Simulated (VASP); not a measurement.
Crystal: HfN.

```
CELL_PARAMETERS angstrom
0.00000 2.27390 2.27390
2.27390 0.00000 2.27390
2.27390 2.27390 0.00000
ATOMIC_POSITIONS crystal
Hf 0.99994 0.00004 0.99991
N 0.50006 0.49996 0.50009
```

Base run:

| Quantity | Value |
| --- | --- |
| Program | VASP 6.6.1 |
| Functional | revPBE |
| Potentials or basis | VASP PAW PBE potentials, release 64 (Hf_pv, N) |
| Cutoff | 600 eV |
| k mesh | 12 × 12 × 12 |
| Occupations | gaussian, width 0.15 eV |
| Spin | no spin polarisation |

Its results: pressure 0.8 GPa; largest force 0.008 eV/Å.

Problem. The run is repeated on the same cell with these changes: functional from revPBE to PBE; cutoff from 600 eV to 520 eV. What comes out?

Solution. Pressure -2.4 GPa; largest force 0.008 eV/Å.

PBE binds more tightly than revPBE, so the same cell stands under less pressure.

Caveats: the PAW data sets were made with another functional, which shifts forces and pressure a little (some runs).
